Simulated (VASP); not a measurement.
# Nb (P6_3/mmc) in VASP: further runs

The runs below take Nb through single point, relaxation of cell and atoms, with RPBE.

All numbers are computed with VASP 6.6.1; they aren't measurements. Logs are shortened: lines on timing, memory, paths and dates and some standing lists are left out, and cuts for length are marked.

### 1 The cell of the first run

Symmetry: P6_3/mmc, No. 194, hexagonal system. Conventional cell: a = 2.998 Å, b = 2.998 Å, c = 5.474 Å, α = 90.00°, β = 90.00°, γ = 120.00°. Within 3.9 Å of Nb (site symmetry -6m2) lie 12 Nb at 3.00 to 3.24 Å.

### 2 Single point, RPBE (volume scaled by 1.12)

INCAR

```
PREC = Accurate
ENCUT = 520
EDIFF = 1E-6
ISMEAR = -1
SIGMA = 0.1
LREAL = False
LASPH = True
NELM = 100
ALGO = Normal
ISIF = 2
LWAVE = False
LCHARG = False
GGA = RP
NBANDS = 20
```

KPOINTS

```
Automatic mesh
0
Gamma
  14 14 7
```

POSCAR

```
Nb
1.0
    2.9982841184      0.0000000000      0.0000000000
   -1.4991420592      2.5965902143      0.0000000000
    0.0000000000      0.0000000000      5.4740426327
Nb
2
Direct
    0.3333333333      0.6666666667      0.2500000000
    0.6666666667      0.3333333333      0.7500000000
```

Potentials or basis: VASP PAW PBE potentials, release 64 (Nb_sv).

On the command line:

```console
cat potpaw_PBE.64/Nb_sv/POTCAR > POTCAR
mpirun -np 1 vasp_std > vasp.out
```

OUTCAR:

```text
PREC = Accurate
   ENCUT = 520
   EDIFF = 1E-6
   ISMEAR = -1
   LREAL = False
   LASPH = True
   NELM = 100
   ISIF = 2
   GGA = RP

 ion  position               nearest neighbor table
   1  0.333  0.667  0.250-
   2  0.667  0.333  0.750-

  LATTYP: Found a hexagonal cell.
 ALAT       =     2.9982841184
 C/A-ratio  =     1.8257251203

  Lattice vectors:

 A1 = (   2.9982841184,   0.0000000000,   0.0000000000)
 A2 = (  -1.4991420592,   2.5965902143,   0.0000000000)
 A3 = (   0.0000000000,   0.0000000000,   5.4740426327)

Analysis of symmetry for initial positions (statically):
=====================================================================
 Subroutine PRICEL returns:
 Original cell was already a primitive cell.

 Routine SETGRP: Setting up the symmetry group for a
 hexagonal supercell.

 Subroutine GETGRP returns: Found 24 space group operations
 (whereof 12 operations were pure point group operations)
 out of a pool of 24 trial point group operations.

The static configuration has the point symmetry D_3d.
 The point group associated with its full space group is D_6h.

Analysis of symmetry for dynamics (positions and initial velocities):
=====================================================================
 Subroutine PRICEL returns:
 Original cell was already a primitive cell.

 Routine SETGRP: Setting up the symmetry group for a
 hexagonal supercell.

 Subroutine GETGRP returns: Found 24 space group operations
 (whereof 12 operations were pure point group operations)
 out of a pool of 24 trial point group operations.

The dynamic configuration has the point symmetry D_3d.
 The point group associated with its full space group is D_6h.

 Subroutine INISYM returns: Found 24 space group operations
 (whereof 12 operations are pure point group operations),
 and found     1 'primitive' translations

----------------------------------------------------------------------------------------

                                     Primitive cell

  volume of cell :      42.6171

  direct lattice vectors                    reciprocal lattice vectors
     2.998284118  0.000000000  0.000000000     0.333524096  0.192560227  0.000000000
    -1.499142059  2.596590214  0.000000000     0.000000000  0.385120453  0.000000000
     0.000000000  0.000000000  5.474042633     0.000000000  0.000000000  0.182680346

  length of vectors
     2.998284118  2.998284118  5.474042633     0.385120453  0.385120453  0.182680346

  position of ions in fractional coordinates (direct lattice)
     0.333333333  0.666666667  0.250000000
     0.666666667  0.333333333  0.750000000

  ion indices of the primitive-cell ions
   primitive index   ion index
                 1           1
                 2           2

----------------------------------------------------------------------------------------

 KPOINTS: Automatic mesh

Automatic generation of k-mesh.
 Grid dimensions read from file:
 generate k-points for:   14   14    7

 Generating k-lattice:

  Cartesian coordinates                     Fractional coordinates (reciprocal lattice)
     0.023823150  0.013754302  0.000000000     0.071428571  0.000000000  0.000000000
     0.000000000  0.027508604  0.000000000     0.000000000  0.071428571  0.000000000
     0.000000000  0.000000000  0.026097192     0.000000000  0.000000000  0.142857143

  Length of vectors
     0.027508604  0.027508604  0.026097192

  Shift w.r.t. Gamma in fractional coordinates (k-lattice)
     0.000000000  0.000000000  0.000000000

 Subroutine IBZKPT returns following result:
 ===========================================

 Found     96 irreducible k-points:

 Following reciprocal coordinates:
            Coordinates               Weight
  0.000000  0.000000  0.000000      1.000000
  0.071429 -0.000000  0.000000      6.000000
  0.142857  0.000000  0.000000      6.000000
  0.214286 -0.000000  0.000000      6.000000
  0.285714  0.000000  0.000000      6.000000
  0.357143 -0.000000  0.000000      6.000000
[... 16 lines left out ...]
  0.285714  0.285714  0.000000      6.000000
  0.357143  0.285714  0.000000      6.000000
 [... further k-points ...]
   k-points           NKPTS =     96   k-points in BZ     NKDIM =     96   number of bands    NBANDS=     20
   number of dos      NEDOS =    301   number of ions     NIONS =      2
   total plane-waves  NPLWV =  24192
   dimension x,y,z NGX =    24 NGY =   24 NGZ =   42
   dimension x,y,z NGXF=    48 NGYF=   48 NGZF=   84
   ions per type =               2
   NGX,Y,Z   is equivalent  to a cutoff of  13.31, 13.31, 12.76 a.u.
   NGXF,Y,Z  is equivalent  to a cutoff of  26.61, 26.61, 25.51 a.u.
 SYSTEM =  unknown system
   PREC   = accura    normal or accurate (medium, high low for compatibility)
   ISTART =      0    job   : 0-new  1-cont  2-samecut
   ICHARG =      2    charge: 1-file 2-atom 10-const
   ISPIN  =      1    spin polarized calculation?
   LNONCOLLINEAR =      F non collinear calculations
   LSORBIT =      F    spin-orbit coupling
   LASPH  =      T    aspherical Exc in radial PAW
   ENCUT  =  520.0 eV  38.22 Ry    6.18 a.u.   5.57  5.57 10.18*2*pi/ulx,y,z
   NELM   =    100;   NELMIN=  2; NELMDL= -5     # of ELM steps
   EDIFF  = 0.1E-05   stopping-criterion for ELM
   LREAL  =      F    real-space projection
   EDIFFG = 0.1E-04   stopping-criterion for IOM
   NSW    =      0    number of steps for IOM
   IBRION =     -1    ionic relax: 0-MD 1-quasi-New 2-CG
   NFREE  =      0    steps in history (QN), initial steepest desc. (CG)
   ISIF   =      2    stress and relaxation
   ISYM   =      2    0-nonsym 1-usesym 2-fastsym
   POTIM  = 0.5000    time-step for ionic-motion
   TEBEG  =    0.0;   TEEND  =   0.0 temperature during run
   PSTRESS=    0.0 pullay stress
   NELECT =      26.0000    total number of electrons
   NUPDOWN=      -1.0000    fix difference up-down
   EMIN   =  10.00;   EMAX   =-10.00  energy-range for DOS
   EFERMI =   0.00;   METHOD = LEGACY
   ISMEAR =    -1;   SIGMA  =   0.10  broadening in eV -4-tet -1-fermi 0-gaus
   EFERMI_NEDOS =   21; number of points for ismear=-14 and -15
   IALGO  =     38    algorithm
   IMIX   =      4    mixing-type and parameters
     AMIX     =   0.40;   BMIX     =  1.00
     AMIX_MAG =   1.60;   BMIX_MAG =  1.00
  volume/ion in A,a.u.               =      21.31       143.80
  Fermi-wavevector in a.u.,A,eV,Ry     =   1.388474  2.623836 26.230137  1.927861
  Thomas-Fermi vector in A             =   2.512597
   LORBIT       =      0    0 simple, 1 ext, 2 COOP (PROOUT), +10 PAW based schemes
   GGA     = RP    functional components
   LHFCALC =     F    Hartree Fock is set to
   AEXX    =    0.0000 exact exchange contribution
   IVDW    =     0    specifies the selected vdW correction
   LEPSILON=     F    determine dielectric tensor
   LRPA    =     F    only Hartree local field effects (RPA)
 non-spin polarized calculation
  energy-cutoff  :      520.00
  volume of cell :       42.62
 maximum number of plane-waves:      1169
 NGX is ok and might be reduce to    24
   NGX = 11   NGY = 11   NGZ = 21

 number of electron      25.9999998 magnetization

 Free energy of the ion-electron system (eV)
  ---------------------------------------------------
  ext. energy  EPLUGINS =         0.00000000
  ---------------------------------------------------
  free energy    TOTEN  =       -18.64773240 eV

  energy without entropy =      -18.53841656  energy(sigma->0) =      -18.59307448

 E-fermi :   9.3894     XC(G=0): -11.5674

 val. band max:        9.3876722113   @ k =   0.0714   0.0714   0.1429
 cond. band min:       9.4007446582   @ k =   0.1429   0.0000   0.0000
 fundamental gap:      0.0130724469
 Fermi energy:         9.3893617083

 k-point     1 :       0.0000    0.0000    0.0000
  band No.  band energies     occupation
      1     -45.5654      2.00000
      2     -45.4968      2.00000
      3     -21.8635      2.00000
      4     -21.2839      2.00000
      5     -21.1057      2.00000
      6     -21.1057      2.00000
[... 12 lines left out ...]
     19      12.9997      0.00000
     20      12.9997      0.00000

 k-point     2 :       0.0714   -0.0000    0.0000
  band No.  band energies     occupation
      1     -45.5589      2.00000
      2     -45.4918      2.00000
      3     -21.8509      2.00000
      4     -21.2844      2.00000
      5     -21.1489      2.00000
      6     -21.1172      2.00000
[... 12 lines left out ...]
     19      13.0395      0.00000
     20      13.3854      0.00000

 k-point     3 :       0.1429    0.0000    0.0000
  band No.  band energies     occupation
      1     -45.5406      2.00000
      2     -45.4779      2.00000
      3     -21.8147      2.00000
      4     -21.2863      2.00000
      5     -21.2696      2.00000
      6     -21.2167      2.00000
[... 12 lines left out ...]
     19      13.1119      0.00000
     20      14.2365      0.00000

 k-point     4 :       0.2143   -0.0000    0.0000
  band No.  band energies     occupation
      1     -45.5136      2.00000
      2     -45.4580      2.00000
      3     -21.7595      2.00000
      4     -21.4424      2.00000
      5     -21.3868      2.00000
      6     -21.2918      2.00000
[... 12 lines left out ...]
     19      13.1582      0.00000
     20      15.2512      0.00000

 k-point     5 :       0.2857    0.0000    0.0000
  band No.  band energies     occupation
      1     -45.4828      2.00000
      2     -45.4365      2.00000
      3     -21.6924      2.00000
      4     -21.6317      2.00000
      5     -21.5698      2.00000
      6     -21.3033      2.00000
[... 12 lines left out ...]
     19      13.1656      0.00000
     20      16.2791      0.00000
[... 353 lines left out ...]
      6     -21.4617      2.00000
[... 12 lines left out ...]
     19      15.1388      0.00000
     20      17.9086      0.00000

 k-point    22 :       0.3571    0.2143    0.0000
  band No.  band energies     occupation
      1     -45.4117      2.00000
      2     -45.3976      2.00000
      3     -21.8385      2.00000
      4     -21.7689      2.00000
      5     -21.5183      2.00000
      6     -21.4981      2.00000
[... 12 lines left out ...]
     19      15.8757      0.00000
     20      16.9686      0.00000

 k-point    23 :       0.2857    0.2857    0.0000
  band No.  band energies     occupation
      1     -45.4096      2.00000
      2     -45.3971      2.00000
      3     -21.7863      2.00000
      4     -21.7355      2.00000
      5     -21.5655      2.00000
      6     -21.4999      2.00000
[... 12 lines left out ...]
     19      15.9832      0.00000
     20      17.1217      0.00000

 k-point    24 :       0.3571    0.2857    0.0000
  band No.  band energies     occupation
      1     -45.4024      2.00000
      2     -45.3969      2.00000
      3     -21.7692      2.00000
      4     -21.6989      2.00000
      5     -21.6307      2.00000
      6     -21.5532      2.00000
[... 12 lines left out ...]
     19      16.4368      0.00000
     20      16.7169      0.00000

 [... further k-points ...]
[... 5 lines left out ...]
  --------------------------------------------------------------------------------------
  -------------------------------------------------------------------------------------
  Total       -3.9386954     -3.9386954     -3.5363122      0.0000000     -0.0000000     -0.0000000
  in kB     -148.0739306   -148.0739306   -132.9464681      0.0000000     -0.0000000     -0.0000000
  external PRESSURE =    -143.0314431 kB  Pullay stress =       0.0000000 kB

 VOLUME and BASIS-vectors are now :
 -----------------------------------------------------------------------------
  energy-cutoff  :      520.00
  volume of cell :       42.62
      direct lattice vectors                 reciprocal lattice vectors
     2.998284118  0.000000000  0.000000000     0.333524096  0.192560227  0.000000000
    -1.499142059  2.596590214  0.000000000     0.000000000  0.385120453  0.000000000
     0.000000000  0.000000000  5.474042633     0.000000000  0.000000000  0.182680346

 POSITION                                       TOTAL-FORCE (eV/Angst)
 -----------------------------------------------------------------------------------
     -0.00000      1.73106      1.36851        -0.000000      0.000000      0.000000
      1.49914      0.86553      4.10553         0.000000     -0.000000      0.000000
 -----------------------------------------------------------------------------------
    total drift:                               -0.000000      0.000000     -0.000000

  FREE ENERGIE OF THE ION-ELECTRON SYSTEM (eV)
  ---------------------------------------------------
  free  energy   TOTEN  =       -18.6477324020 eV

  energy  without entropy=      -18.5384165631  energy(sigma->0) =      -18.59307448
```

Wall time 29 s (1 thread of Intel Xeon 6975P-C (Granite Rapids), shared host); peak memory 0.2 GiB.

Results:

| Quantity | Value |
| --- | --- |
| Free energy | -18.6477 eV |
| Pressure | -14.3 GPa |
| Band gap on the k mesh | zero (band 13 reaches 10.64 eV, above the bottom of band 14 at 8.93 eV) |

Stress tensor (GPa, compression positive):
```
-14.81   0.00   0.00
  0.00 -14.81   0.00
  0.00   0.00 -13.29
```

Caveat: the PAW data sets were made with another functional, which shifts forces and pressure a little.

[end of part 1 of 2]
